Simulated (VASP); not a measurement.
# HfN (P6_3/mmc) in VASP: further runs

HfN is run at these levels: PBE; tasks: single point.

Program: VASP 6.6.1. These are calculated values, not measurements. Logs are shortened: lines on timing, memory, paths and dates and some standing lists are left out, and cuts for length are marked.

## 1. The cell of the first run

Symmetry: P6_3/mmc, No. 194, hexagonal system. Conventional cell: a = 3.134 Å, b = 3.134 Å, c = 5.417 Å, α = 90.00°, β = 90.00°, γ = 120.00°. Hf (site symmetry -6m2) has 6 N at 2.26 Å within 3.0 Å. Within 3.0 Å of N (site symmetry -3m) lie 6 Hf at 2.26 Å and 2 N at 2.71 Å.

## 2. Single point, PBE

File INCAR:

```
SYSTEM = HfN
PREC = Accurate
ENCUT = 520
EDIFF = 1E-6
ISMEAR = -5
SIGMA = 0.1
LREAL = .False.
LASPH = .True.
NELM = 100
ALGO = Normal
ISIF = 2
LWAVE = .False.
LCHARG = .False.
GGA = PE
NBANDS = 23
```

File KPOINTS:

```
regular mesh
0
Gamma
  6 6 4
  0 0 0
```

File POSCAR:

```
HfN
1.0
    3.1339080219      0.0000000000      0.0000000000
   -1.5669540110      2.7140439601      0.0000000000
    0.0000000000      0.0000000000      5.4167677200
Hf N
2 2
Direct
    0.6666666667      0.3333333333      0.7500000000
    0.3333333333      0.6666666667      0.2500000000
    0.0000000000      0.0000000000      0.0000000000
    0.0000000000      0.0000000000      0.5000000000
```

Potentials or basis: VASP PAW PBE potentials, release 64 (Hf_pv, N).

Command:

```
$ cat potpaw_PBE.64/Hf_pv/POTCAR potpaw_PBE.64/N/POTCAR > POTCAR
$ mpirun -np 1 vasp_std > vasp.out
```

OUTCAR:

```text
SYSTEM = HfN
   PREC = Accurate
   ENCUT = 520
   EDIFF = 1E-6
   ISMEAR = -5
   LREAL = .False.
   LASPH = .True.
   NELM = 100
   ISIF = 2
   GGA = PE

 ion  position               nearest neighbor table
   1  0.667  0.333  0.750-   3 2.26   4 2.26   3 2.26   4 2.26   3 2.26   4 2.26   2 3.26   2 3.26
                             2 3.26   2 3.26   2 3.26   2 3.26
   2  0.333  0.667  0.250-   3 2.26   4 2.26   3 2.26   4 2.26   3 2.26   4 2.26   1 3.26   1 3.26
                             1 3.26   1 3.26   1 3.26   1 3.26
   3  0.000  0.000  0.000-   1 2.26   2 2.26   1 2.26   2 2.26   1 2.26   2 2.26
   4  0.000  0.000  0.500-   1 2.26   2 2.26   1 2.26   2 2.26   1 2.26   2 2.26

  LATTYP: Found a hexagonal cell.
 ALAT       =     3.1339080219
 C/A-ratio  =     1.7284386402

  Lattice vectors:

 A1 = (   3.1339080219,   0.0000000000,   0.0000000000)
 A2 = (  -1.5669540110,   2.7140439601,   0.0000000000)
 A3 = (   0.0000000000,   0.0000000000,   5.4167677200)

Analysis of symmetry for initial positions (statically):
=====================================================================
 Subroutine PRICEL returns:
 Original cell was already a primitive cell.

 Routine SETGRP: Setting up the symmetry group for a
 hexagonal supercell.

 Subroutine GETGRP returns: Found 24 space group operations
 (whereof 12 operations were pure point group operations)
 out of a pool of 24 trial point group operations.

The static configuration has the point symmetry D_3d.
 The point group associated with its full space group is D_6h.

Analysis of symmetry for dynamics (positions and initial velocities):
=====================================================================
 Subroutine PRICEL returns:
 Original cell was already a primitive cell.

 Routine SETGRP: Setting up the symmetry group for a
 hexagonal supercell.

 Subroutine GETGRP returns: Found 24 space group operations
 (whereof 12 operations were pure point group operations)
 out of a pool of 24 trial point group operations.

The dynamic configuration has the point symmetry D_3d.
 The point group associated with its full space group is D_6h.

 Subroutine INISYM returns: Found 24 space group operations
 (whereof 12 operations are pure point group operations),
 and found     1 'primitive' translations

----------------------------------------------------------------------------------------

                                     Primitive cell

[... 92 lines left out ...]
   EDIFF  = 0.1E-05   stopping-criterion for ELM
   LREAL  =      F    real-space projection
   EDIFFG = 0.1E-04   stopping-criterion for IOM
   NSW    =      0    number of steps for IOM
   IBRION =     -1    ionic relax: 0-MD 1-quasi-New 2-CG
   NFREE  =      0    steps in history (QN), initial steepest desc. (CG)
   ISIF   =      2    stress and relaxation
   ISYM   =      2    0-nonsym 1-usesym 2-fastsym
   POTIM  = 0.5000    time-step for ionic-motion
   TEBEG  =    0.0;   TEEND  =   0.0 temperature during run
   PSTRESS=    0.0 pullay stress
   NELECT =      30.0000    total number of electrons
   NUPDOWN=      -1.0000    fix difference up-down
   EMIN   =  10.00;   EMAX   =-10.00  energy-range for DOS
   EFERMI =   0.00;   METHOD = LEGACY
   ISMEAR =    -5;   SIGMA  =   0.10  broadening in eV -4-tet -1-fermi 0-gaus
   EFERMI_NEDOS =   21; number of points for ismear=-14 and -15
   IALGO  =     38    algorithm
   IMIX   =      4    mixing-type and parameters
     AMIX     =   0.40;   BMIX     =  1.00
     AMIX_MAG =   1.60;   BMIX_MAG =  1.00
  volume/ion in A,a.u.               =      11.52        77.73
  Fermi-wavevector in a.u.,A,eV,Ry     =   1.418951  2.681429 27.394278  2.013423
  Thomas-Fermi vector in A             =   2.540023
   LORBIT       =      0    0 simple, 1 ext, 2 COOP (PROOUT), +10 PAW based schemes
   GGA     = PE    functional components
   LHFCALC =     F    Hartree Fock is set to
   AEXX    =    0.0000 exact exchange contribution
   IVDW    =     0    specifies the selected vdW correction
   LEPSILON=     F    determine dielectric tensor
   LRPA    =     F    only Hartree local field effects (RPA)
 non-spin polarized calculation
 Fermi weights with tetrahedron method with Bloechl corrections
  energy-cutoff  :      520.00
  volume of cell :       46.07
 maximum number of plane-waves:      1275
 NGX is ok and might be reduce to    24
   NGX = 11   NGY = 11   NGZ = 21

 number of electron      30.0000001 magnetization

 Free energy of the ion-electron system (eV)
  ---------------------------------------------------
  ext. energy  EPLUGINS =         0.00000000
  ---------------------------------------------------
  free energy    TOTEN  =       -43.38353193 eV

  energy without entropy =      -43.38353193  energy(sigma->0) =      -43.38353193

 E-fermi :   7.9220     XC(G=0): -12.7439

 val. band max:        8.2343488813   @ k =   0.3333   0.3333   0.2500
 cond. band min:       7.7721435185   @ k =   0.3333   0.1667   0.5000
 fundamental gap:     -0.4622053628
 Fermi energy:         7.9219897967

 k-point     1 :       0.0000    0.0000    0.0000
  band No.  band energies     occupation
      1     -23.7856      2.00000
      2     -22.9278      2.00000
      3     -22.8203      2.00000
      4     -22.8203      2.00000
      5     -22.7598      2.00000
      6     -22.7598      2.00000
[... 535 lines left out ...]
     22      14.0545      0.00000
     23      14.5635      0.00000

------------------------ aborting loop because EDIFF is reached ----------------------------------------

  FORCE on cell =-STRESS in cart. coord.  units (eV):
  Direction    XX          YY          ZZ          XY          YZ          ZX
  --------------------------------------------------------------------------------------
  -------------------------------------------------------------------------------------
  Total        1.2072074      1.2072074      0.9144300     -0.0000000     -0.0000000     -0.0000000
  in kB       41.9806487     41.9806487     31.7993124     -0.0000000     -0.0000000     -0.0000000
  external PRESSURE =      38.5868699 kB  Pullay stress =       0.0000000 kB

 VOLUME and BASIS-vectors are now :
 -----------------------------------------------------------------------------
  energy-cutoff  :      520.00
  volume of cell :       46.07
      direct lattice vectors                 reciprocal lattice vectors
     3.133908022  0.000000000  0.000000000     0.319090411  0.184226935  0.000000000
    -1.566954011  2.714043960  0.000000000     0.000000000  0.368453870  0.000000000
     0.000000000  0.000000000  5.416767720     0.000000000  0.000000000  0.184611940

 POSITION                                       TOTAL-FORCE (eV/Angst)
 -----------------------------------------------------------------------------------
      1.56695      0.90468      4.06258        -0.000000      0.000000      0.000000
     -0.00000      1.80936      1.35419         0.000000     -0.000000      0.000000
      0.00000      0.00000      0.00000        -0.000000      0.000000      0.000000
      0.00000      0.00000      2.70838         0.000000      0.000000      0.000000
 -----------------------------------------------------------------------------------
    total drift:                                0.000000     -0.000000      0.000000

  FREE ENERGIE OF THE ION-ELECTRON SYSTEM (eV)
  ---------------------------------------------------
  free  energy   TOTEN  =       -43.3835319297 eV

  energy  without entropy=      -43.3835319297  energy(sigma->0) =      -43.38353193
```

Wall time 12 s (1 thread of Intel Xeon Platinum 8488C (Sapphire Rapids), shared host); peak memory 0.17 GiB.

What came out:

```
Free energy            : -43.3835 eV
Pressure               : 3.9 GPa
Band gap on the k mesh : zero (band 15 reaches 9.80 eV, above the bottom of band 16 at 7.49 eV)
```

Levels at points of the mesh, in eV from the Fermi level:
```
           k point  band 11  band 12  band 13  band 14  band 15  band 16  band 17  band 18  band 19  band 20
(0.00, 0.00, 0.00)    -4.71    -3.58    -3.58    -1.72    -0.58     0.75     0.75     1.06     1.88     1.88
(0.50, 0.00, 0.00)    -5.76    -5.45    -3.25    -2.78    -2.42     2.45     2.76     4.46     4.68     5.52
(0.00, 0.00, 0.50)    -4.37    -4.37    -4.37    -4.37     1.88     1.88     2.93     2.93     2.93     2.93
(0.50, 0.00, 0.50)    -5.44    -5.44    -4.46    -4.46    -0.26    -0.26     4.74     4.74     4.83     4.83
```

Caveat: the k points lie up to 0.39 Å⁻¹ apart; spin-orbit coupling is left out, which moves the levels of the heavy elements; tetrahedron occupations give inexact forces and stress in metals.

## 3. Single point, PBE

File INCAR:

```
ALGO = Normal
EDIFF = 1E-6
ENCUT = 520
GGA = PE
ISIF = 2
ISMEAR = 0
LASPH = True
LCHARG = False
LREAL = False
LWAVE = False
NBANDS = 23
NELM = 60
PREC = Accurate
SIGMA = 0.1
```

File KPOINTS:

```
k-points
0
Gamma
  6 6 4
```

POSCAR is that of step 2.

Potentials or basis: VASP PAW PBE potentials, release 64 (Hf_pv, N).

Command:

```
$ cat potpaw_PBE.64/Hf_pv/POTCAR potpaw_PBE.64/N/POTCAR > POTCAR
$ mpirun -np 1 vasp_std > vasp.out
```

Run time: 10 s. Hardware: 1 thread of Intel Xeon Platinum 8488C (Sapphire Rapids), shared host; peak memory 0.16 GiB.

It converged, with:

```
Free energy            : -43.3865 eV
Pressure               : 3.9 GPa
Band gap on the k mesh : zero (band 15 reaches 9.80 eV, above the bottom of band 16 at 7.49 eV)
```

Stress tensor (GPa, compression positive):
```
3.47 0.00 0.00
0.00 3.47 0.00
0.00 0.00 4.85
```

Levels at points of the mesh, in eV from the Fermi level:
| k point | band 11 | band 12 | band 13 | band 14 | band 15 | band 16 | band 17 | band 18 | band 19 | band 20 |
| --- | --- | --- | --- | --- | --- | --- | --- | --- | --- | --- |
| (0.00, 0.00, 0.00) | -4.58 | -3.45 | -3.45 | -1.59 | -0.44 | 0.89 | 0.89 | 1.19 | 2.02 | 2.02 |
| (0.50, 0.00, 0.00) | -5.63 | -5.32 | -3.12 | -2.64 | -2.29 | 2.59 | 2.90 | 4.59 | 4.81 | 5.66 |
| (0.00, 0.00, 0.50) | -4.23 | -4.23 | -4.23 | -4.23 | 2.01 | 2.01 | 3.06 | 3.06 | 3.06 | 3.06 |
| (0.50, 0.00, 0.50) | -5.31 | -5.31 | -4.33 | -4.33 | -0.13 | -0.13 | 4.87 | 4.87 | 4.96 | 4.96 |

Caveat: the k points lie up to 0.39 Å⁻¹ apart; spin-orbit coupling is left out, which moves the levels of the heavy elements.
